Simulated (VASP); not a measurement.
# Ge (Cmcm) in VASP: further runs, part 2 of 2

VASP 6.6.1. The steps go on from the part before.

## 5. Relaxation of cell and atoms, PBEsol

This run uses another cell than the first one, of 18.25 Å³/atom.

Input file INCAR:

```
PREC = Accurate
ENCUT = 600
EDIFF = 1E-7
ISMEAR = -1
SIGMA = 0.1
LREAL = False
LASPH = True
NELM = 60
ALGO = Normal
ISIF = 3
LWAVE = False
LCHARG = False
GGA = PS
IBRION = 2
NSW = 80
EDIFFG = -0.03
```

Input file KPOINTS:

```
Automatic mesh
0
Gamma
  12 12 7
```

Input file POSCAR:

```
Ge
1.0
    2.9911060000      0.0000000000      0.0000000000
   -1.5105156329      2.5816772893      0.0000000000
    0.0000000000      0.0000000000      4.7275960000
Ge
2
Direct
    0.6665530000      0.3334470000      0.2500000000
    0.3334470000      0.6665530000      0.7500000000
```

Potentials or basis: VASP PAW PBE potentials, release 64 (Ge_d).

Command:

```
> cat potpaw_PBE.64/Ge_d/POTCAR > POTCAR
> mpirun -np 1 vasp_std > vasp.out
```

OUTCAR:

```text
PREC = Accurate
   ENCUT = 600
   EDIFF = 1E-7
   ISMEAR = -1
   LREAL = False
   LASPH = True
   NELM = 60
   ISIF = 3
   GGA = PS
   IBRION = 2
   NSW = 80
   EDIFFG = -0.03

 ion  position               nearest neighbor table
   1  0.667  0.333  0.250-
   2  0.333  0.667  0.750-

  LATTYP: Found a base centered orthorhombic cell.
 ALAT       =     2.9761057544
 B/A-ratio  =     1.7436809982
 C/A-ratio  =     1.5885174756

  Lattice vectors:

 A1 = (   2.9911060000,   0.0000000000,   0.0000000000)
 A2 = (  -1.5105156329,   2.5816772893,   0.0000000000)
 A3 = (   0.0000000000,   0.0000000000,   4.7275960000)

Analysis of symmetry for initial positions (statically):
=====================================================================
 Subroutine PRICEL returns:
 Original cell was already a primitive cell.
[... 287 lines left out ...]

  energy without entropy =       -9.31240078  energy(sigma->0) =       -9.32602419

 E-fermi :   6.9805     XC(G=0): -11.5739

 val. band max:        6.9799253382   @ k =   0.2500   0.2500   0.1429
 cond. band min:       6.9924385487   @ k =  -0.2500   0.2500   0.4286
 fundamental gap:      0.0125132105
 Fermi energy:         6.9804627389

 k-point     1 :       0.0000    0.0000    0.0000
  band No.  band energies     occupation
      1     -17.7177      2.00000
      2     -17.7091      2.00000
      3     -17.7050      2.00000
      4     -17.7005      2.00000
      5     -17.6988      2.00000
      6     -17.6958      2.00000
[... 481 lines left out ...]
      5     -17.6694      2.00000
      6     -17.6524      2.00000
[... 10 lines left out ...]
     17      11.3229      0.00000
     18      11.7374      0.00000

 [... further k-points ...]

------------------------ aborting loop because EDIFF is reached ----------------------------------------

  FORCE on cell =-STRESS in cart. coord.  units (eV):
  Direction    XX          YY          ZZ          XY          YZ          ZX
  --------------------------------------------------------------------------------------
  -------------------------------------------------------------------------------------
  Total       -0.0083143     -0.0168183      0.0077518     -0.0072673      0.0000000      0.0000000
  in kB       -0.3627049     -0.7336904      0.3381674     -0.3170323      0.0000000      0.0000000
  external PRESSURE =      -0.2527426 kB  Pullay stress =       0.0000000 kB
[... 17 lines left out ...]
  FREE ENERGIE OF THE ION-ELECTRON SYSTEM (eV)
  ---------------------------------------------------
  free  energy   TOTEN  =        -9.3396476022 eV

  energy  without entropy=       -9.3124007848  energy(sigma->0) =       -9.32602419

 reached required accuracy - stopping structural energy minimisation
```

OSZICAR:

```text
N       E                     dE             d eps       ncg     rms          rms(c)
DAV:   1     0.156526560446E+03    0.15653E+03   -0.16340E+04  6596   0.485E+03
[... 32 lines left out ...]
DAV:   1    -0.934721302046E+01   -0.77697E-02   -0.11750E-01  7696   0.642E+00    0.523E-01
DAV:   2    -0.934176001715E+01    0.54530E-02   -0.96531E-03  7968   0.194E+00    0.277E-01
DAV:   3    -0.933972333765E+01    0.20367E-02   -0.37622E-03  8032   0.122E+00    0.498E-02
DAV:   4    -0.933964788679E+01    0.75451E-04   -0.56582E-04  7014   0.435E-01    0.174E-02
DAV:   5    -0.933964760867E+01    0.27812E-06   -0.17799E-05  7524   0.589E-02    0.774E-03
DAV:   6    -0.933964752389E+01    0.84782E-07   -0.18004E-06  7852   0.269E-02    0.160E-03
DAV:   7    -0.933964760223E+01   -0.78334E-07   -0.22046E-07  3668   0.984E-03
   4 F= -.93396476E+01 E0= -.93260242E+01  d E =-.204388E-03
```

CONTCAR:

```text
Ge
   1.00000000000000
     3.0177302663869754   -0.0013989448748587   -0.0000000000000000
    -1.5251684050867518    2.6039507011327223    0.0000000000000000
     0.0000000000000000   -0.0000000000000000    4.6750409255203076
  Ge
     2
Direct
     0.6664058238894079    0.3335941761105919    0.2500000000000000
     0.3335941761105919    0.6664058238894079    0.7500000000000000

  0.00000000E+00  0.00000000E+00  0.00000000E+00
  0.00000000E+00  0.00000000E+00  0.00000000E+00
```

Wall time 6.4 min (1 thread of Intel Xeon 8259CL, shared host); peak memory 0.25 GiB.

Results:

- Free energy: -9.3396 eV
- Relaxed volume: 18.36 Å³/atom
- Relaxed cell: a = 3.018 Å, b = 3.018 Å, c = 4.675 Å, α = 90.00°, β = 90.00°, γ = 120.38°
- Space group after relaxing (to 0.1 Å): P6_3/mmc (No. 194)
- Energy gained by relaxing: 1.4 meV/atom
- Ionic steps: 4
- Pressure after relaxing: 0.0 GPa
- Largest force after relaxing: 0.006 eV/Å
- Band gap on the k mesh: zero (bands 14 and 15 overlap by 9.29 eV)

Forces on the atoms (eV/Å):
```
Ge  -0.005  0.003  0.000
Ge   0.005 -0.003  0.000
```

The path:
```csv
step,energy change (eV),largest force (eV/Å),pressure (GPa),volume (Å³)
1,0.0000,0.0045,0.35,36.51
2,-0.0020,0.0053,0.00,36.71
3,-0.0026,0.0058,-0.27,36.89
4,-0.0028,0.0063,-0.03,36.73
```

Final structure:
```yaml
crystal:
  lattice:
    - [3.01773, -0.00140, 0.00000]
    - [-1.52517, 2.60395, 0.00000]
    - [0.00000, 0.00000, 4.67504]
  atoms:
    - { symbol: Ge, position: [0.66641, 0.33359, 0.25000] }
    - { symbol: Ge, position: [0.33359, 0.66641, 0.75000] }
```

Levels at points of the mesh, in eV from the Fermi level:
| k point | band 10 | band 11 | band 12 | band 13 | band 14 | band 15 | band 16 | band 17 | band 18 |
| --- | --- | --- | --- | --- | --- | --- | --- | --- | --- |
| (0.00, 0.00, 0.00) | -24.59 | -13.45 | -7.34 | -5.55 | 6.15 | 6.28 | 8.30 | 8.43 | 10.23 |
| (0.50, 0.00, 0.00) | -24.58 | -8.64 | -7.27 | -2.26 | -1.19 | -1.01 | 1.33 | 2.09 | 6.11 |
| (0.50, 0.50, 0.00) | -24.58 | -8.72 | -7.32 | -2.30 | -1.22 | -1.08 | 1.29 | 2.26 | 6.27 |

Caveat: the PAW data sets were made with another functional, which shifts forces and pressure a little.

## 6. The runs side by side

```csv
task,cell,cutoff (eV),gap on the mesh (eV),pressure (GPa)
single point,"a = 2.813, b = 2.813, c = 4.463 Å, angles 90.0, 90.0, 120.1°, 2 atoms, atomic positions A",520,none,20.0
single point,"a = 2.915, b = 2.915, c = 4.546 Å, angles 90.0, 90.0, 121.5°, 2 atoms, atomic positions B",520,none,10.1
single point,"a = 2.970, b = 2.970, c = 4.604 Å, angles 90.0, 90.0, 121.7°, 2 atoms, atomic positions C",520,none,5.1
relaxation of cell and atoms,"relaxed from a = 2.991, b = 2.991, c = 4.728 Å, angles 90.0, 90.0, 120.3°, 2 atoms, atomic positions D",600,none,0.0
```

Alike in all rows: level PBEsol; potentials or basis VASP PAW PBE potentials, release 64 (Ge_d); no spin polarisation; k mesh 12 × 12 × 7; smearing fermi-dirac 0.1 eV.

Caveats: the PAW data sets were made with another functional, which shifts forces and pressure a little; the cell stands under pressure (at least some runs).

Absolute energies hang on the potentials; compare differences alone.

The gap in the log of VASP goes by the Fermi energy; the results here count the filled bands.